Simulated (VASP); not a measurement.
Runs of VASP 6.6.1 on AlP. Symmetry: F-43m, No. 216, cubic system. Conventional cell: a = 5.507 Å, b = 5.507 Å, c = 5.507 Å, α = 90.00°, β = 90.00°, γ = 90.00°. Al (site symmetry -43m) has 4 P at 2.38 Å within 3.1 Å. P (site symmetry -43m) has 4 Al at 2.38 Å within 3.1 Å. 

| level | cutoff (eV) | smearing | gap on the mesh (eV) | pressure (GPa) |
| --- | --- | --- | --- | --- |
| PBEsol | 500 | gaussian 0.02 eV | 1.49 | -1.6 |
| PBE | 500 | gaussian 0.02 eV | (a) | 0.0 |
| r2SCAN | 550 | gaussian 0.02 eV | 1.96 | -1.6 |
| r2SCAN | 550 | fermi-dirac 0.02 eV | 1.96 | -1.6 |

Alike in all rows: task single point; potentials or basis VASP PAW PBE potentials, release 64 (Al, P); no spin polarisation; cell as given; k mesh 8 × 8 × 8.

Question: Fill in the values left out.

Answer: (a) 1.63.

Caveats: the PAW data sets were made with another functional, which shifts forces and pressure a little (at least some runs).

A k mesh can miss the band edges.
